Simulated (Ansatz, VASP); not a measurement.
Si2Bi2S: VASP beside Ansatz

The input INCAR:

```
PREC = Accurate
ENCUT = 600
EDIFF = 1E-7
ISMEAR = 0
SIGMA = 0.1
LREAL = False
LASPH = True
NELM = 80
ALGO = Normal
ISIF = 3
LWAVE = False
LCHARG = False
GGA = PE
IBRION = 2
NSW = 100
EDIFFG = -0.01
```

KPOINTS

```
regular mesh
0
Gamma
  12 12 6
```

The input POSCAR:

```
Si2Bi2S
1.0
    5.0776670102      0.0000000000      0.0000000000
   -2.5388335051      4.3973886228      0.0000000000
    0.0000000000      0.0000000000      5.8339418852
Si Bi S
2 2 1
Direct
    0.3333333333      0.6666666667      0.0000000000
    0.6666666667      0.3333333333      0.0000000000
    0.3333333333      0.6666666667      0.5000000000
    0.6666666667      0.3333333333      0.5000000000
    0.0000000000      0.0000000000      0.0000000000
```

Input for Ansatz:

```yaml
crystal:
  lattice:
    - [5.0776670102, 0.0, 0.0]
    - [-2.5388335051, 4.3973886228, 0.0]
    - [0.0, 0.0, 5.8339418852]
  atoms:
    - { symbol: Si, position: [0.3333333333, 0.6666666667, 0.0] }
    - { symbol: Si, position: [0.6666666667, 0.3333333333, 0.0] }
    - { symbol: Bi, position: [0.3333333333, 0.6666666667, 0.5] }
    - { symbol: Bi, position: [0.6666666667, 0.3333333333, 0.5] }
    - { symbol: S, position: [0.0, 0.0, 0.0] }
basis:
  ecutwfc: 420
kpoints:
  mp_grid: { grid: [12, 12, 6] }
hamiltonian:
  xc: pbe
scf:
  occupations: { method: gaussian, width: 0.1 }
output:
  forces: true
  stress: true
  eigenvalues: true
relax:
  adjacent_minimum: "off"
  f_tol: 0.01
  max_steps: 80
  cell: { stress_tol: 0.05 }
```

Alike in both runs: task relaxation of cell and atoms; functional PBE; k mesh 12 × 12 × 6; occupations gaussian, width 0.1 eV; no spin polarisation.

```csv
,VASP,Ansatz
version,VASP 6.6.1,Ansatz 0.2.0
potentials or method,"VASP PAW PBE potentials, release 64 (Si, Bi_d, S), cutoff 600 eV","scalar-relativistic, plane waves, PAW"
valence electrons in the cell,44,44
```

|  | VASP | Ansatz | Ansatz less VASP |
| --- | --- | --- | --- |
| gap on the k mesh at the Fermi level, each at its own relaxed structure (eV) | none | none | - |
| relaxed volume (Å³/atom) | 25.91 | 25.91 | +0.006 |
| relaxed cell length with the largest relative difference (Å) | 5.059 | 5.060 | +0.0005 |

A gap of «none» marks a metal or a gap that the smearing closes.

Spin-orbit coupling is off throughout.
